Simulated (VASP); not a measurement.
Crystal: SmNbS3.

```
CELL_PARAMETERS angstrom
4.68818 0.00000 0.00000
0.00000 4.68818 0.00000
0.00000 0.00000 4.68818
ATOMIC_POSITIONS crystal
Sm 0.00000 0.00000 0.00000
Nb 0.50000 0.50000 0.50000
S 0.00000 0.50000 0.50000
S 0.50000 0.00000 0.50000
S 0.50000 0.50000 0.00000
```

The cell was built from a structure type or drawn by symmetry, and may not be a known phase.

Base run:

| Item | Value |
| --- | --- |
| Program | VASP 6.6.1 |
| Functional | PBE |
| Potentials or basis | VASP PAW PBE potentials, release 64 (Sm_3, Nb_sv, S), 4f in core |
| Cutoff | 500 eV |
| k mesh | 4 × 4 × 4 |
| Occupations | gaussian, width 0.1 eV |
| Spin | no spin polarisation |

Its results: pressure 5.8 GPa.

Q: The run is repeated on the same cell with these changes: spin from no spin polarisation to collinear spin; further incar settings from ALGO = Normal; EDIFF = 1e-06; NBANDS = 29 to ALGO = Normal; EDIFF = 1e-06; NBANDS = 33. What comes out?

A: Pressure 6.0 GPa; net moment 0.71 μB per cell; site moments Sm +0.05; Nb +0.37; S +0.02 μB.

Caveats: the cell stands under pressure; the magnetic or orbital state may not be the lowest (at least some runs).
